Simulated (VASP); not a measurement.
# Hf (Im-3m) in VASP: a series of runs

Aim: see how the results for Hf move with the level of theory and the settings. Levels: PBE, PBE+D4, revPBE+D3(BJ), PBEsol. Tasks: single point, relaxation of cell and atoms.

Everything below comes from runs of VASP 6.6.1. Logs are shortened: lines on timing, memory, paths and dates and some standing lists are left out, and cuts for length are marked.

**1. The cell of the first run**

It takes space group Im-3m (No. 229, cubic). Conventional cell: a = 3.547 Å, b = 3.547 Å, c = 3.547 Å, α = 90.00°, β = 90.00°, γ = 90.00°. Within 4.0 Å of Hf (site symmetry m-3m) lie 14 Hf at 3.07 to 3.55 Å.

**2. Single point, PBE**

File INCAR:

```
ALGO     = Normal         # electronic algorithm
EDIFF    = 1E-7           # SCF threshold, eV
ENCUT    = 520            # plane-wave cutoff, eV
GGA      = PE             # functional
ISIF     = 2              # what is computed and relaxed
ISMEAR   = -1             # smearing method
LASPH    = True           # aspherical terms in the spheres
LCHARG   = False          # write CHGCAR
LREAL    = False          # projectors in reciprocal space
LWAVE    = False          # write WAVECAR
NBANDS   = 11             # bands
NELM     = 100            # most SCF steps
PREC     = Accurate       # precision mode
SIGMA    = 0.05           # smearing width, eV
```

File KPOINTS:

```
k-points
0
Gamma
  9 9 9
```

File POSCAR:

```
Hf
1.0
   -1.7736907678      1.7736907678      1.7736907678
    1.7736907678     -1.7736907678      1.7736907678
    1.7736907678      1.7736907678     -1.7736907678
Hf
1
Direct
    0.0000000000      0.0000000000      0.0000000000
```

Potentials or basis: VASP PAW PBE potentials, release 64 (Hf_pv).

Run with:

```bash
$ cat potpaw_PBE.64/Hf_pv/POTCAR > POTCAR
$ mpirun -np 1 vasp_std > vasp.out
```

OUTCAR:

```text
EDIFF = 1E-7
   ENCUT = 520
   GGA = PE
   ISIF = 2
   ISMEAR = -1
   LASPH = True
   LREAL = False
   NELM = 100
   PREC = Accurate

 ion  position               nearest neighbor table
   1  0.000  0.000  0.000-

  LATTYP: Found a body centered cubic cell.
 ALAT       =     3.5473815356

  Lattice vectors:

 A1 = (  -1.7736907678,   1.7736907678,   1.7736907678)
 A2 = (   1.7736907678,  -1.7736907678,   1.7736907678)
 A3 = (   1.7736907678,   1.7736907678,  -1.7736907678)

Analysis of symmetry for initial positions (statically):
=====================================================================
 Subroutine PRICEL returns:
 Original cell was already a primitive cell.

 Routine SETGRP: Setting up the symmetry group for a
 body centered cubic supercell.

 Subroutine GETGRP returns: Found 48 space group operations
 (whereof 48 operations were pure point group operations)
 out of a pool of 48 trial point group operations.

The static configuration has the point symmetry O_h .

Analysis of symmetry for dynamics (positions and initial velocities):
=====================================================================
 Subroutine PRICEL returns:
 Original cell was already a primitive cell.

 Routine SETGRP: Setting up the symmetry group for a
 body centered cubic supercell.

 Subroutine GETGRP returns: Found 48 space group operations
 (whereof 48 operations were pure point group operations)
 out of a pool of 48 trial point group operations.

The dynamic configuration has the point symmetry O_h .

 Subroutine INISYM returns: Found 48 space group operations
 (whereof 48 operations are pure point group operations),
 and found     1 'primitive' translations

----------------------------------------------------------------------------------------

                                     Primitive cell

  volume of cell :      22.3200

  direct lattice vectors                    reciprocal lattice vectors
    -1.773690768  1.773690768  1.773690768     0.000000000  0.281898068  0.281898068
     1.773690768 -1.773690768  1.773690768     0.281898068  0.000000000  0.281898068
     1.773690768  1.773690768 -1.773690768     0.281898068  0.281898068  0.000000000

  length of vectors
     3.072122527  3.072122527  3.072122527     0.398664070  0.398664070  0.398664070

  position of ions in fractional coordinates (direct lattice)
[... 75 lines left out ...]
   ENCUT  =  520.0 eV  38.22 Ry    6.18 a.u.   5.71  5.71  5.71*2*pi/ulx,y,z
   NELM   =    100;   NELMIN=  2; NELMDL= -5     # of ELM steps
   EDIFF  = 0.1E-06   stopping-criterion for ELM
   LREAL  =      F    real-space projection
   EDIFFG = 0.1E-05   stopping-criterion for IOM
   NSW    =      0    number of steps for IOM
   IBRION =     -1    ionic relax: 0-MD 1-quasi-New 2-CG
   NFREE  =      0    steps in history (QN), initial steepest desc. (CG)
   ISIF   =      2    stress and relaxation
   ISYM   =      2    0-nonsym 1-usesym 2-fastsym
   POTIM  = 0.5000    time-step for ionic-motion
   TEBEG  =    0.0;   TEEND  =   0.0 temperature during run
   PSTRESS=    0.0 pullay stress
   NELECT =      10.0000    total number of electrons
   NUPDOWN=      -1.0000    fix difference up-down
   EMIN   =  10.00;   EMAX   =-10.00  energy-range for DOS
   EFERMI =   0.00;   METHOD = LEGACY
   ISMEAR =    -1;   SIGMA  =   0.05  broadening in eV -4-tet -1-fermi 0-gaus
   EFERMI_NEDOS =   21; number of points for ismear=-14 and -15
   IALGO  =     38    algorithm
   IMIX   =      4    mixing-type and parameters
     AMIX     =   0.40;   BMIX     =  1.00
     AMIX_MAG =   1.60;   BMIX_MAG =  1.00
  volume/ion in A,a.u.               =      22.32       150.62
  Fermi-wavevector in a.u.,A,eV,Ry     =   1.252690  2.367241 21.350699  1.569232
  Thomas-Fermi vector in A             =   2.386578
   LORBIT       =      0    0 simple, 1 ext, 2 COOP (PROOUT), +10 PAW based schemes
   GGA     = PE    functional components
   LHFCALC =     F    Hartree Fock is set to
   AEXX    =    0.0000 exact exchange contribution
   IVDW    =     0    specifies the selected vdW correction
   LEPSILON=     F    determine dielectric tensor
   LRPA    =     F    only Hartree local field effects (RPA)
 non-spin polarized calculation
  energy-cutoff  :      520.00
  volume of cell :       22.32
 maximum number of plane-waves:       619
   NGX = 11   NGY = 11   NGZ = 11

 number of electron      10.0000001 magnetization

 Free energy of the ion-electron system (eV)
  ---------------------------------------------------
  ext. energy  EPLUGINS =         0.00000000
  ---------------------------------------------------
  free energy    TOTEN  =        -9.74278868 eV

  energy without entropy =       -9.72111356  energy(sigma->0) =       -9.73195112

 E-fermi :   4.6131     XC(G=0): -11.2935

 val. band max:        4.5871265947   @ k =  -0.4444   0.4444   0.1111
 cond. band min:       4.6283324046   @ k =   0.2222   0.2222   0.0000
 fundamental gap:      0.0412058099
 Fermi energy:         4.6131183795

 k-point     1 :       0.0000    0.0000    0.0000
  band No.  band energies     occupation
      1     -25.2313      2.00000
      2     -25.2313      2.00000
      3     -25.2313      2.00000
      4      -2.4531      2.00000
      5       6.1238      0.00000
      6       6.1238      0.00000
      7       6.1238      0.00000
      8       8.9104      0.00000
      9       8.9104      0.00000
     10      17.8870      0.00000
     11      17.8870      0.00000
[... 309 lines left out ...]
 k-point    24 :      -0.4444   -0.4444    0.1111
  band No.  band energies     occupation
      1     -25.9713      2.00000
      2     -25.6244      2.00000
      3     -25.3632      2.00000
      4       2.2777      2.00000
      5       4.3009      1.99613
      6       4.6623      0.54461
      7       7.5498      0.00000
      8      10.3089      0.00000
      9      12.8234      0.00000
     10      13.8963      0.00000
     11      17.2657      0.00000

 [... further k-points ...]
[... 5 lines left out ...]
  --------------------------------------------------------------------------------------
  -------------------------------------------------------------------------------------
  Total       -0.0516167     -0.0516167     -0.0516167     -0.0000000     -0.0000000      0.0000000
  in kB       -3.7051611     -3.7051611     -3.7051611     -0.0000000     -0.0000000      0.0000000
  external PRESSURE =      -3.7051611 kB  Pullay stress =       0.0000000 kB

 VOLUME and BASIS-vectors are now :
 -----------------------------------------------------------------------------
  energy-cutoff  :      520.00
  volume of cell :       22.32
      direct lattice vectors                 reciprocal lattice vectors
    -1.773690768  1.773690768  1.773690768     0.000000000  0.281898068  0.281898068
     1.773690768 -1.773690768  1.773690768     0.281898068  0.000000000  0.281898068
     1.773690768  1.773690768 -1.773690768     0.281898068  0.281898068  0.000000000

 POSITION                                       TOTAL-FORCE (eV/Angst)
 -----------------------------------------------------------------------------------
      0.00000      0.00000      0.00000         0.000000      0.000000      0.000000
 -----------------------------------------------------------------------------------
    total drift:                               -0.000000      0.000000      0.000000

  FREE ENERGIE OF THE ION-ELECTRON SYSTEM (eV)
  ---------------------------------------------------
  free  energy   TOTEN  =        -9.7427886784 eV

  energy  without entropy=       -9.7211135565  energy(sigma->0) =       -9.73195112
```

OSZICAR:

```text
N       E                     dE             d eps       ncg     rms          rms(c)
DAV:   1     0.131827091104E+02    0.13183E+02   -0.57977E+03   770   0.843E+02
DAV:   2    -0.959125924150E+01   -0.22774E+02   -0.21957E+02   943   0.155E+02
DAV:   3    -0.100831332732E+02   -0.49187E+00   -0.47167E+00   933   0.155E+01
DAV:   4    -0.100852336556E+02   -0.21004E-02   -0.21000E-02   892   0.121E+00
DAV:   5    -0.100852477832E+02   -0.14128E-04   -0.14128E-04   931   0.854E-02    0.453E+01
DAV:   6    -0.982800844561E+01    0.25724E+00   -0.22493E-01   857   0.347E+00    0.261E+01
DAV:   7    -0.974578259527E+01    0.82226E-01   -0.28225E-01   857   0.388E+00    0.118E+00
DAV:   8    -0.974276096574E+01    0.30216E-02   -0.19761E-02   863   0.970E-01    0.185E-01
DAV:   9    -0.974278368679E+01   -0.22721E-04   -0.21765E-04   985   0.130E-01    0.505E-02
DAV:  10    -0.974278858855E+01   -0.49018E-05   -0.12562E-05   879   0.296E-02    0.333E-02
DAV:  11    -0.974278866559E+01   -0.77046E-07   -0.17482E-06   896   0.100E-02    0.271E-03
DAV:  12    -0.974278867836E+01   -0.12765E-07   -0.29717E-08   514   0.177E-03
   1 F= -.97427887E+01 E0= -.97319511E+01  d E =-.216751E-01
```

Run time: 15 s. Hardware: 1 thread of Intel Xeon 8259CL, shared host; peak memory 0.11 GiB.

Results:

| Quantity | Value |
| --- | --- |
| Free energy | -9.7428 eV |
| Pressure | -0.4 GPa |
| Band gap on the k mesh | zero (band 5 reaches 6.12 eV, above the bottom of band 6 at 3.86 eV) |

Levels at points of the mesh, in eV from the Fermi level:
| k point | band 2 | band 3 | band 4 | band 5 | band 6 | band 7 | band 8 | band 9 |
| --- | --- | --- | --- | --- | --- | --- | --- | --- |
| (0.00, 0.00, 0.00) | -29.84 | -29.84 | -7.07 | 1.51 | 1.51 | 1.51 | 4.30 | 4.30 |

Caveat: spin-orbit coupling is left out, which moves the levels of the heavy elements.

**3. Single point, PBE+D4**

This run uses another cell than the first one, of 21.97 Å³/atom, 0.985 times its volume.

File INCAR:

```
SYSTEM = Hf
ALGO = Normal
EDIFF = 1E-7
ENCUT = 520
GGA = PE
ISIF = 2
ISMEAR = -1
IVDW = 13
LASPH = .True.
LCHARG = .False.
LREAL = .False.
LWAVE = .False.
NBANDS = 11
NELM = 80
PREC = Accurate
SIGMA = 0.05
```

File KPOINTS:

```
k-points
0
Gamma
  9 9 9
  0 0 0
```

File POSCAR:

```
Hf
1.0
   -1.7644852746      1.7644852746      1.7644852746
    1.7644852746     -1.7644852746      1.7644852746
    1.7644852746      1.7644852746     -1.7644852746
Hf
1
Direct
    0.0000000000      0.0000000000      0.0000000000
```

Potentials or basis: VASP PAW PBE potentials, release 64 (Hf_pv).

Run with:

```bash
$ cat potpaw_PBE.64/Hf_pv/POTCAR > POTCAR
$ mpirun -np 1 vasp_std > vasp.out
```

Wall time 14 s (1 thread of Intel Xeon 8259CL, shared host); peak memory 0.11 GiB.

Results (log left out):

| Item | Value |
| --- | --- |
| Free energy | -9.9547 eV |
| Pressure | -0.4 GPa |
| Band gap on the k mesh | zero (band 5 reaches 6.24 eV, above the bottom of band 6 at 3.98 eV) |
| Dispersion energy per atom | -0.213 eV |

Levels at points of the mesh, in eV from the Fermi level:
```csv
k point,band 2,band 3,band 4,band 5,band 6,band 7,band 8,band 9
"(0.00, 0.00, 0.00)",-29.78,-29.78,-7.11,1.53,1.53,1.53,4.36,4.36
```

Caveat: spin-orbit coupling is left out, which moves the levels of the heavy elements; pairwise dispersion overbinds metals, which lowers pressure and volume.

**4. Relaxation of cell and atoms, revPBE+D3(BJ)**

This run uses another cell than the first one, of 23.52 Å³/atom, 1.054 times its volume.

File INCAR:

```
SYSTEM = Hf
  ALGO = Normal
  EDIFF = 1E-7
  EDIFFG = -0.01
  ENCUT = 600
  GGA = RE
  IBRION = 2
  ISIF = 3
  ISMEAR = -1
  IVDW = 12
  LASPH = .TRUE.
  LCHARG = .FALSE.
  LREAL = .FALSE.
  LWAVE = .FALSE.
  NELM = 60
  NSW = 80
  PREC = Accurate
  SIGMA = 0.05
```

File KPOINTS:

```
k-points
0
G
  9 9 9
  0 0 0
```

File POSCAR:

```
Hf
1.0
   -1.8050000000      1.8050000000      1.8050000000
    1.8050000000     -1.8050000000      1.8050000000
    1.8050000000      1.8050000000     -1.8050000000
Hf
1
Direct
    0.0000000000      0.0000000000      0.0000000000
```

Run with:

```bash
$ cat potpaw_PBE.64/Hf_pv/POTCAR > POTCAR
$ mpirun -np 1 vasp_std > vasp.out
```

It took 70 s on 1 thread of Intel Xeon 8259CL, shared host; peak memory 0.15 GiB.

Results (log left out):

* Free energy: -10.1993 eV
* Relaxed volume: 21.36 Å³/atom
* Relaxed cell: a = 3.027 Å, b = 3.027 Å, c = 3.027 Å, α = 109.47°, β = 109.47°, γ = 109.47°
* Space group after relaxing (to 0.05 Å): Im-3m (No. 229)
* Energy gained by relaxing: 60.8 meV/atom
* Ionic steps: 6
* Pressure after relaxing: 0.0 GPa
* Band gap on the k mesh: zero (band 5 reaches 6.55 eV, above the bottom of band 6 at 4.26 eV)
* Dispersion energy per atom: -0.826 eV

The path:
```csv
step,energy change (eV),largest force (eV/Å),pressure (GPa),volume (Å³)
1,0.0000,0.0000,-8.43,23.52
2,-0.0080,0.0000,9.94,19.56
3,-0.0608,0.0000,-0.09,21.38
4,-0.0608,0.0000,0.11,21.34
5,-0.0608,0.0000,-0.09,21.38
6,-0.0608,0.0000,0.01,21.36
```

Final structure:
```
CELL_PARAMETERS angstrom
-1.74791 1.74791 1.74791
1.74791 -1.74791 1.74791
1.74791 1.74791 -1.74791
ATOMIC_POSITIONS crystal
Hf 0.00000 0.00000 0.00000
```

Levels at points of the mesh, in eV from the Fermi level:
```
           k point  band 3  band 4  band 5  band 6  band 7  band 8
(0.00, 0.00, 0.00)  -29.69   -7.20    1.57    1.57    1.57    4.48
```

Caveat: the PAW data sets were made with another functional, which shifts forces and pressure a little; spin-orbit coupling is left out, which moves the levels of the heavy elements; pairwise dispersion overbinds metals, which lowers pressure and volume.

**5. Relaxation of cell and atoms, PBEsol**

This run uses another cell than the first one, of 23.52 Å³/atom, 1.054 times its volume.

File INCAR:

```
PREC = Accurate ; ENCUT = 600
EDIFF = 1E-7 ; ISMEAR = -1
SIGMA = 0.05 ; LREAL = F
LASPH = T ; NELM = 60
ALGO = Normal ; ISIF = 3
LWAVE = F ; LCHARG = F
GGA = PS ; IBRION = 2
NSW = 80 ; EDIFFG = -0.01
```

File KPOINTS:

```
Automatic mesh
0
Gamma
  9 9 9
```

POSCAR is that of step 4.

Run with:

```bash
$ cat potpaw_PBE.64/Hf_pv/POTCAR > POTCAR
$ mpirun -np 1 vasp_std > vasp.out
```

Run time: 70 s. Hardware: 1 thread of Intel Xeon 8259CL, shared host; peak memory 0.14 GiB.

Results (log left out):

```
Free energy                            : -10.3340 eV
Relaxed volume                         : 21.19 Å³/atom
Relaxed cell                           : a = 3.019 Å, b = 3.019 Å, c = 3.019 Å, α = 109.47°, β = 109.47°, γ = 109.47°
Space group after relaxing (to 0.05 Å) : Im-3m (No. 229)
Energy gained by relaxing              : 71.4 meV/atom
Ionic steps                            : 6
Pressure after relaxing                : 0.0 GPa
Band gap on the k mesh                 : zero (band 5 reaches 6.34 eV, above the bottom of band 6 at 4.10 eV)
```

The path:
| step | energy change (eV) | largest force (eV/Å) | pressure (GPa) | volume (Å³) |
| --- | --- | --- | --- | --- |
| 1 | 0.0000 | 0.0000 | -9.16 | 23.52 |
| 2 | -0.0070 | 0.0000 | 11.49 | 19.23 |
| 3 | -0.0714 | 0.0000 | -0.11 | 21.21 |
| 4 | -0.0714 | 0.0000 | 0.11 | 21.16 |
| 5 | -0.0714 | 0.0000 | -0.08 | 21.20 |
| 6 | -0.0714 | 0.0000 | 0.00 | 21.19 |

Final structure:
```
CELL_PARAMETERS angstrom
-1.74313 1.74313 1.74313
1.74313 -1.74313 1.74313
1.74313 1.74313 -1.74313
ATOMIC_POSITIONS crystal
Hf 0.00000 0.00000 0.00000
```

Levels at points of the mesh, in eV from the Fermi level:
| k point | band 1 | band 2 | band 3 | band 4 | band 5 | band 6 | band 7 | band 8 | band 9 |
| --- | --- | --- | --- | --- | --- | --- | --- | --- | --- |
| (0.00, 0.00, 0.00) | -29.57 | -29.57 | -29.57 | -7.23 | 1.55 | 1.55 | 1.55 | 4.50 | 4.50 |

Caveat: the PAW data sets were made with another functional, which shifts forces and pressure a little; spin-orbit coupling is left out, which moves the levels of the heavy elements.

**6. Relaxation of cell and atoms, PBE+D4**

This run uses another cell than the first one, of 23.52 Å³/atom, 1.054 times its volume.

File INCAR:

```
SYSTEM = Hf
PREC = Accurate ; ENCUT = 600
EDIFF = 1E-6 ; ISMEAR = -1
SIGMA = 0.05 ; LREAL = .FALSE.
LASPH = .TRUE. ; NELM = 60
ALGO = Normal ; ISIF = 3
LWAVE = .FALSE. ; LCHARG = .FALSE.
GGA = PE ; IVDW = 13
IBRION = 2 ; NSW = 80
EDIFFG = -0.01
```

File KPOINTS:

```
regular mesh
0
G
  9 9 9
  0 0 0
```

POSCAR is that of step 5.

Potentials or basis: VASP PAW PBE potentials, release 64 (Hf_pv).

Run with:

```bash
$ cat potpaw_PBE.64/Hf_pv/POTCAR > POTCAR
$ mpirun -np 1 vasp_std > vasp.out
```

It took 50 s on 1 thread of Intel Xeon 8259CL, shared host; peak memory 0.14 GiB.

Results (log left out):

```yaml
Free_energy: -9.9551 eV
Relaxed_volume: 21.90 Å³/atom
Relaxed_cell: a = 3.053 Å, b = 3.053 Å, c = 3.053 Å, α = 109.47°, β = 109.47°, γ = 109.47°
Space_group_after_relaxing_to_0.05_Å: Im-3m (No. 229)
Energy_gained_by_relaxing: 34.5 meV/atom
Ionic_steps: 5
Pressure_after_relaxing: 0.0 GPa
Band_gap_on_the_k_mesh: zero (band 5 reaches 6.27 eV, above the bottom of band 6 at 4.00 eV)
Dispersion_energy_per_atom: -0.214 eV
```

The path:
| step | energy change (eV) | largest force (eV/Å) | pressure (GPa) | volume (Å³) |
| --- | --- | --- | --- | --- |
| 1 | 0.0000 | 0.0000 | -6.42 | 23.52 |
| 2 | -0.0028 | 0.0000 | 7.37 | 20.46 |
| 3 | -0.0345 | 0.0000 | -0.10 | 21.90 |
| 4 | -0.0345 | 0.0000 | 0.07 | 21.87 |
| 5 | -0.0345 | 0.0000 | -0.04 | 21.90 |

Final structure:
```
Hf
1.0
    -1.76256    1.76256    1.76256
     1.76256   -1.76256    1.76256
     1.76256    1.76256   -1.76256
Hf
1
Direct
  0.00000 0.00000 0.00000
```

Levels at points of the mesh, in eV from the Fermi level:
```csv
k point,band 1,band 2,band 3,band 4,band 5,band 6,band 7,band 8,band 9
"(0.00, 0.00, 0.00)",-29.76,-29.76,-29.76,-7.12,1.53,1.53,1.53,4.37,4.37
```

Caveat: spin-orbit coupling is left out, which moves the levels of the heavy elements; pairwise dispersion overbinds metals, which lowers pressure and volume.

**7. The runs side by side**

| task | level | cell | cutoff (eV) | gap on the mesh (eV) | pressure (GPa) | relaxed volume (Å³/atom) |
| --- | --- | --- | --- | --- | --- | --- |
| single point | PBE | a = 3.072 Å, angles 109.5°, 1 atom | 520 | none | -0.4 | - |
| single point | PBE+D4 | a = 3.056 Å, angles 109.5°, 1 atom | 520 | none | -0.4 | - |
| relaxation of cell and atoms | revPBE+D3(BJ) | relaxed from a = 3.126 Å, angles 109.5°, 1 atom | 600 | none | 0.0 | 21.36 |
| relaxation of cell and atoms | PBEsol | relaxed from a = 3.126 Å, angles 109.5°, 1 atom | 600 | none | 0.0 | 21.19 |
| relaxation of cell and atoms | PBE+D4 | relaxed from a = 3.126 Å, angles 109.5°, 1 atom | 600 | none | 0.0 | 21.90 |

Alike in all rows: potentials or basis VASP PAW PBE potentials, release 64 (Hf_pv); no spin polarisation; k mesh 9 × 9 × 9; smearing fermi-dirac 0.05 eV.

Caveats: spin-orbit coupling is left out, which moves the levels of the heavy elements; pairwise dispersion overbinds metals, which lowers pressure and volume (some runs); the PAW data sets were made with another functional, which shifts forces and pressure a little (some runs).

Total energies depend on the potentials used, so only differences within one code and one set of settings carry meaning.
